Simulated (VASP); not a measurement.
# CrN2 (Pnnm) in VASP: single point with PBE

Aim: the single point of CrN2 with PBE.

Everything below comes from runs of VASP 6.6.1. Logs are shortened: lines on timing, memory, paths and dates and some standing lists are left out, and cuts for length are marked.

### Step 1. The cell of the first run

It takes space group Pnnm (No. 58, orthorhombic). The conventional cell has a = 3.902 Å, b = 4.810 Å, c = 2.784 Å, α = 90.00°, β = 90.00°, γ = 90.00°. Cr (site symmetry 2/m) has 12 N at 2.04 to 2.88 Å and 2 Cr at 2.78 Å within 2.9 Å. N (site symmetry m) has 1 N at 1.35 Å within 1.8 Å.

### Step 2. Single point, PBE, collinear spin, ferromagnetic start

INCAR reads:

```
ALGO     = Normal         # electronic algorithm
EDIFF    = 1E-6           # SCF threshold, eV
ENCUT    = 520            # plane-wave cutoff, eV
GGA      = PE             # functional
ISIF     = 2              # what is computed and relaxed
ISMEAR   = 0              # smearing method
ISPIN    = 2              # spin polarisation
LASPH    = T              # aspherical terms in the spheres
LCHARG   = F              # write CHGCAR
LMAXMIX  = 4              # l up to which the mixer works
LORBIT   = 11             # projections on sites
LREAL    = F              # projectors in reciprocal space
LWAVE    = F              # write WAVECAR
MAGMOM   = 3 3 0 0 0 0    # initial moments
NBANDS   = 35             # bands
NELM     = 150            # most SCF steps
PREC     = Accurate       # precision mode
SIGMA    = 0.1            # smearing width, eV
```

KPOINTS reads:

```
k-points
0
Gamma
  10 8 12
```

POSCAR reads:

```
CrN2
1.0
    3.9017860000      0.0000000000      0.0000000000
    0.0000000000      4.8095120000      0.0000000000
    0.0000000000      0.0000000000      2.7841700000
Cr N
2 4
Direct
    0.5000000000      0.5000000000      0.5000000000
    0.0000000000      0.0000000000      0.0000000000
    0.6338300000      0.0887750000      0.5000000000
    0.3661700000      0.9112250000      0.5000000000
    0.1338300000      0.4112250000      0.0000000000
    0.8661700000      0.5887750000      0.0000000000
```

Potentials or basis: VASP PAW PBE potentials, release 64 (Cr_pv, N).

On the command line:

```
> cat potpaw_PBE.64/Cr_pv/POTCAR potpaw_PBE.64/N/POTCAR > POTCAR
> mpirun -np 1 vasp_std > vasp.out
```

OUTCAR:

```text
EDIFF = 1E-6
   ENCUT = 520
   GGA = PE
   ISIF = 2
   ISMEAR = 0
   ISPIN = 2
   LASPH = T
   LORBIT = 11
   LREAL = F
   NELM = 150
   PREC = Accurate

 ion  position               nearest neighbor table
   1  0.500  0.500  0.500-   5 2.04   6 2.04   5 2.04   6 2.04   3 2.05   4 2.05
   2  0.000  0.000  0.000-   3 2.04   4 2.04   3 2.04   4 2.04   5 2.05   6 2.05
   3  0.634  0.089  0.500-   4 1.35   2 2.04   2 2.04   1 2.05
   4  0.366  0.911  0.500-   3 1.35   2 2.04   2 2.04   1 2.05
   5  0.134  0.411  0.000-   6 1.35   1 2.04   1 2.04   2 2.05
   6  0.866  0.589  0.000-   5 1.35   1 2.04   1 2.04   2 2.05

  LATTYP: Found a simple orthorhombic cell.
 ALAT       =     2.7841700000
 B/A-ratio  =     1.4014180169
 C/A-ratio  =     1.7274491141

  Lattice vectors:

 A1 = (   0.0000000000,   0.0000000000,   2.7841700000)
 A2 = (   3.9017860000,   0.0000000000,   0.0000000000)
 A3 = (   0.0000000000,   4.8095120000,   0.0000000000)

Analysis of symmetry for initial positions (statically):
=====================================================================
 Subroutine PRICEL returns:
 Original cell was already a primitive cell.

 Routine SETGRP: Setting up the symmetry group for a
 simple orthorhombic supercell.

 Subroutine GETGRP returns: Found  8 space group operations
 (whereof  4 operations were pure point group operations)
 out of a pool of  8 trial point group operations.

The static configuration has the point symmetry C_2h.
 The point group associated with its full space group is D_2h.

Analysis of symmetry for dynamics (positions and initial velocities):
=====================================================================
 Subroutine PRICEL returns:
 Original cell was already a primitive cell.

 Routine SETGRP: Setting up the symmetry group for a
 simple orthorhombic supercell.

 Subroutine GETGRP returns: Found  8 space group operations
 (whereof  4 operations were pure point group operations)
 out of a pool of  8 trial point group operations.

The dynamic configuration has the point symmetry C_2h.
 The point group associated with its full space group is D_2h.

Analysis of structural, dynamic, and magnetic symmetry:
=====================================================================
 Subroutine PRICEL returns:
 Original cell was already a primitive cell.

 Routine SETGRP: Setting up the symmetry group for a
 simple orthorhombic supercell.

 Subroutine GETGRP returns: Found  8 space group operations
 (whereof  4 operations were pure point group operations)
 out of a pool of  8 trial point group operations.
[... 146 lines left out ...]
 NGX is ok and might be reduce to    30
   NGX = 15   NGY = 17   NGZ = 11

 number of electron      44.0000010 magnetization       4.2662775

 Free energy of the ion-electron system (eV)
  ---------------------------------------------------
  ext. energy  EPLUGINS =         0.00000000
  ---------------------------------------------------
  free energy    TOTEN  =       -52.81336624 eV

  energy without entropy =      -52.80771635  energy(sigma->0) =      -52.81054130

 E-fermi :   8.1799     XC(G=0): -12.6500

 val. band max:        8.1785682955   @ k =   0.4000   0.2500   0.0833
 cond. band min:       8.1886691219   @ k =   0.5000   0.5000   0.0000
 fundamental gap:      0.0101008263
 Fermi energy:         8.1799317382

 spin component 1

 k-point     1 :       0.0000    0.0000    0.0000
  band No.  band energies     occupation
      1     -36.0381      1.00000
      2     -36.0027      1.00000
      3     -35.9373      1.00000
      4     -35.9222      1.00000
      5     -35.8944      1.00000
      6     -35.8830      1.00000
[... 877 lines left out ...]
     33      16.6812      0.00000
     34      16.6812      0.00000

 [... further k-points ...]

 spin component 2

 k-point     1 :       0.0000    0.0000    0.0000
  band No.  band energies     occupation
      1     -33.8419      1.00000
      2     -33.8291      1.00000
      3     -33.7465      1.00000
      4     -33.7346      1.00000
      5     -33.4297      1.00000
      6     -33.3933      1.00000
[... 877 lines left out ...]
     33      17.1040      0.00000
     34      17.1040      0.00000

 [... further k-points ...]

 [bands above 34 left out]

------------------------ aborting loop because EDIFF is reached ----------------------------------------

  FORCE on cell =-STRESS in cart. coord.  units (eV):
  Direction    XX          YY          ZZ          XY          YZ          ZX
  --------------------------------------------------------------------------------------
  -------------------------------------------------------------------------------------
  Total       -0.5667025     -0.1881760      0.2281517     -0.0000000      0.0000000      0.0000000
  in kB      -17.3782299     -5.7705142      6.9963915     -0.0000000      0.0000000      0.0000000
  external PRESSURE =      -5.3841175 kB  Pullay stress =       0.0000000 kB

 VOLUME and BASIS-vectors are now :
 -----------------------------------------------------------------------------
  energy-cutoff  :      520.00
  volume of cell :       52.25
      direct lattice vectors                 reciprocal lattice vectors
     3.901786000  0.000000000  0.000000000     0.256292887  0.000000000  0.000000000
     0.000000000  4.809512000  0.000000000     0.000000000  0.207921303  0.000000000
     0.000000000  0.000000000  2.784170000     0.000000000  0.000000000  0.359173470

 POSITION                                       TOTAL-FORCE (eV/Angst)
 -----------------------------------------------------------------------------------
      1.95089      2.40476      1.39209        -0.000000     -0.000000      0.000000
      0.00000      0.00000      0.00000        -0.000000     -0.000000      0.000000
      2.47307      0.42696      1.39209         0.089080      0.035375      0.000000
      1.42872      4.38255      1.39209        -0.089080     -0.035375     -0.000000
      0.52218      1.97779      0.00000         0.089080     -0.035375      0.000000
      3.37961      2.83172      0.00000        -0.089080      0.035375     -0.000000
 -----------------------------------------------------------------------------------
    total drift:                               -0.000000      0.000000      0.000000

  FREE ENERGIE OF THE ION-ELECTRON SYSTEM (eV)
  ---------------------------------------------------
  free  energy   TOTEN  =       -52.8133662426 eV

  energy  without entropy=      -52.8077163538  energy(sigma->0) =      -52.81054130

 total charge

# of ion       s       p       d       tot
------------------------------------------
    1        0.335   6.382   4.137  10.853
    2        0.335   6.382   4.137  10.853
    3        1.253   2.516   0.000   3.769
    4        1.253   2.516   0.000   3.769
    5        1.253   2.516   0.000   3.769
    6        1.253   2.516   0.000   3.769
--------------------------------------------------
tot          5.681  22.825   8.273  36.780

 magnetization (x)

# of ion       s       p       d       tot
------------------------------------------
    1        0.015   0.020   2.197   2.231
    2        0.015   0.020   2.197   2.231
    3       -0.004  -0.088   0.000  -0.092
    4       -0.004  -0.088   0.000  -0.092
    5       -0.004  -0.088   0.000  -0.092
    6       -0.004  -0.088   0.000  -0.092
--------------------------------------------------
tot          0.015  -0.314   4.393   4.094
```

stdout:

```text
POSCAR found type information on POSCAR CrN
 POSCAR found :  2 types and       6 ions
 scaLAPACK will be used
 LDA part: xc-table for (Slater+PW92), standard interpolation
 POSCAR, INCAR and KPOINTS ok, starting setup
 FFT: planning ... GRIDC
 FFT: planning ... GRID_SOFT
 FFT: planning ... GRID
 WAVECAR not read
 entering main loop
```

Wall time 16 min (1 thread of Oxide Virtual Turin-like, shared host); peak memory 0.54 GiB.

Results:

```yaml
Free_energy: -52.8134 eV
Pressure: -0.5 GPa
Largest_force: 0.096 eV/Å
Net_moment: 4.27 μB per cell
Site_moments: Cr +2.23; N -0.09 μB
Valence_electrons_inside_the_program's_atomic_spheres: Cr 10.85; N 3.77
```

Forces on the atoms (eV/Å):
```
Cr   0.000  0.000  0.000
Cr   0.000  0.000  0.000
N    0.089  0.035  0.000
N   -0.089 -0.035  0.000
N    0.089 -0.035  0.000
N   -0.089  0.035  0.000
```

Caveat: the run started ferromagnetic, and an antiferromagnetic order may lie lower in energy. With open d or f shells a metallic result of PBE can be an artefact of self-interaction; +U or a hybrid may open a gap.
